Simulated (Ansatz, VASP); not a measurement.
# Sn4SeS3 in VASP and in Ansatz

```
Sn Se S
1.0
     4.24453    0.00515    0.64454
    -0.00596    4.13336   -0.00613
     1.82481    0.00246   12.16880
Sn Se S
4 1 3
Direct
  0.02605 0.99988 0.99761
  0.45039 0.50041 0.24516
  0.10925 0.99930 0.50595
  0.46084 0.49995 0.75661
  0.57761 0.49929 0.52245
  0.89267 0.99999 0.72972
  0.59062 0.50022 0.02186
  0.89256 0.00096 0.22064
```

Change from the starting cell: cell x1, atoms moved at random (sigma 0.05 Å) and cell strained at random (1.5 %), then relaxed without symmetry.

Alike in both runs: functional PBE; k mesh 6 × 6 × 2; occupations gaussian, width 0.2 eV; no spin polarisation.

Ansatz relaxed the structure, and its values are those at the end. VASP's run is a single point on that final structure, the one shown.

```csv
,VASP,Ansatz
version,VASP 6.6.1,Ansatz 0.2.0
potentials or method,"VASP PAW PBE potentials, release 64 (Sn_d, Se, S), cutoff 520 eV","scalar-relativistic, plane waves, PAW"
valence electrons in the cell,80,90
```

VASP gave:

```
gap on the k mesh at the Fermi level (eV) : 0.57
least direct gap on the mesh (eV)         : 0.88
pressure (GPa)                            : 0.0
rms of the force components (eV/Å)        : 0.011
```

Question: What did Ansatz give for the same quantities?

Answer: gap on the k mesh at the Fermi level (eV): 0.58; least direct gap on the mesh (eV): 0.88; pressure (GPa): 0.1; rms of the force components (eV/Å): 0.009.

With one functional, cell and mesh, what is left measures potentials, basis and numerics. VASP's potentials hold 80 valence electrons a cell and Ansatz's 90, so a difference there can come from the potentials and not from the codes.
